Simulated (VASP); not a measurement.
SnO, 4 atoms in the cell. It takes space group P4/nmm (No. 129, tetragonal). Conventional cell: a = 3.627 Å, b = 3.627 Å, c = 4.149 Å, α = 90.00°, β = 90.00°, γ = 90.00°. Sn (site symmetry 4mm) has 4 O at 2.16 Å within 2.9 Å. O (site symmetry -4m2) has 4 Sn at 2.16 Å and 4 O at 2.56 Å within 2.9 Å. 

| Property | Result |
| --- | --- |
| Program | VASP 6.6.1 |
| Task | single point |
| Functional | PBEsol |
| Potentials or basis | VASP PAW PBE potentials, release 64 (Sn_d, O) |
| Cutoff | 520 eV |
| k mesh | 12 × 12 × 10 |
| Occupations | fermi-dirac, width 0.15 eV |
| Spin | no spin polarisation |
| Dipole correction | no |
| Further INCAR settings | ALGO = Normal; EDIFF = 1e-07; NBANDS = 28 |

Potentials or basis: VASP PAW PBE potentials, release 64 (Sn_d, O).

Launch:

```bash
$ cat potpaw_PBE.64/Sn_d/POTCAR potpaw_PBE.64/O/POTCAR > POTCAR
$ mpirun -np 1 vasp_std > vasp.out
```

Hardware: 1 thread of AMD EPYC 7R13, with other jobs on the host.

Q: How long does it take, and how much memory?

A: Run time: 2.9 min on 1 thread of AMD EPYC 7R13 (shared host), peak memory 0.32 GiB. Counts: scf iterations 15, k points 168.
